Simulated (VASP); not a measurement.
Here is a VASP 6.6.1 calculation.

Contents of INCAR:

```
SYSTEM = Si2Ni
  ALGO = Normal
  EDIFF = 1E-6
  ENCUT = 520
  GGA = PS
  ISIF = 2
  ISMEAR = 0
  ISYM = 0
  LASPH = .True.
  LCHARG = .False.
  LREAL = .False.
  LWAVE = .False.
  NBANDS = 16
  NELM = 80
  PREC = Accurate
  SIGMA = 0.1
```

Contents of KPOINTS:

```
k-points
0
Gamma
  9 9 13
  0 0 0
```

File POSCAR:

```
Si2Ni
1.0
    3.8123023665      0.0000000000      0.0000000000
    0.0000000000      3.8123023665      0.0000000000
    1.9061511833      1.9061511833      2.6957048553
Si Ni
2 1
Direct
    0.2500000000      0.7500000000      0.5000000000
    0.7500000000      0.2500000000      0.5000000000
    0.0000000000      0.0000000000      0.0000000000
```

Potentials or basis: VASP PAW PBE potentials, release 64 (Si, Ni).

Command:

```bash
$ cat potpaw_PBE.64/Si/POTCAR potpaw_PBE.64/Ni/POTCAR > POTCAR
$ mpirun -np 1 vasp_std > vasp.out
```

(1) What does it give for the band gap on the k mesh?

(2) Estimate the pressure.

Answers

(1) zero (band 9 reaches 12.21 eV, above the bottom of band 10 at 10.08 eV).

(2) 0.1 GPa.

Caveat: the PAW data sets were made with another functional, which shifts forces and pressure a little.
